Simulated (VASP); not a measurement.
Input of a VASP 6.6.1 run:

The input INCAR:

```
SYSTEM = Zn
PREC = Accurate
ENCUT = 600
EDIFF = 1E-6
ISMEAR = -1
SIGMA = 0.05
LREAL = .False.
LASPH = .True.
NELM = 80
ALGO = Normal
ISIF = 3
LWAVE = .False.
LCHARG = .False.
GGA = CA
IBRION = 2
NSW = 100
EDIFFG = -0.002
PSTRESS = 10.0
```

Contents of KPOINTS:

```
Automatic mesh
0
Gamma
  20 20 10
  0 0 0
```

File POSCAR:

```
Zn
1.0
    2.5968162100      0.0000000000      0.0000000000
   -1.2984081050      2.2489088068      0.0000000000
    0.0000000000      0.0000000000      4.5974838388
Zn
2
Direct
    0.3333333333      0.6666666667      0.2500000000
    0.6666666667      0.3333333333      0.7500000000
```

Potentials or basis: VASP PAW LDA potentials, release 64 (Zn).

Command:

```bash
$ cat potpaw_LDA.64/Zn/POTCAR > POTCAR
$ mpirun -np 1 vasp_std > vasp.out
```

(1) What does it give for the relaxed volume?

(2) What does it give for the band gap on the k mesh?

(3) Estimate the relaxed cell.

Results:

(1) 13.37 Å³/atom.

(2) zero (bands 12 and 13 overlap by 4.06 eV).

(3) a = 2.598 Å, b = 2.598 Å, c = 4.576 Å, α = 90.00°, β = 90.00°, γ = 120.00°.

Caveat: the cell is relaxed towards a set pressure, so the run minimises the enthalpy, not the energy.
